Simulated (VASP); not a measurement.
Runs of VASP 6.6.1 on Ni3Ge. The structure is that of space group Pm-3m (No. 221), or close to it. The cells are those of the table. 

```tsv
spin	fixed moment (μB)	cell	pressure (GPa)	moment (μB)
collinear	0.375	a = 3.489 Å, 4 atoms	(a)	0.38
collinear, ferromagnetic start	2.625	a = 3.489 Å, 4 atoms	7.5	2.62
collinear, ferromagnetic start	2.625	a = 3.687 Å, 4 atoms	-20.9	2.62
collinear, ferromagnetic start	1.875	a = 3.687 Å, 4 atoms	-23.2	1.87
```

Alike in all rows: task single point; level LDA; potentials or basis VASP PAW LDA potentials, release 64 (Ni, Ge_d); k mesh 12 × 12 × 12; cutoff (eV) 520; smearing gaussian 0.15 eV.

Problem. Fill in the values left out.

Solution. (a) 0.7.

Caveats: the total moment is fixed, so each spin has its own Fermi level and the state may be an excited one; the cell stands under tension (at least some runs); the cell stands under pressure (at least some runs).
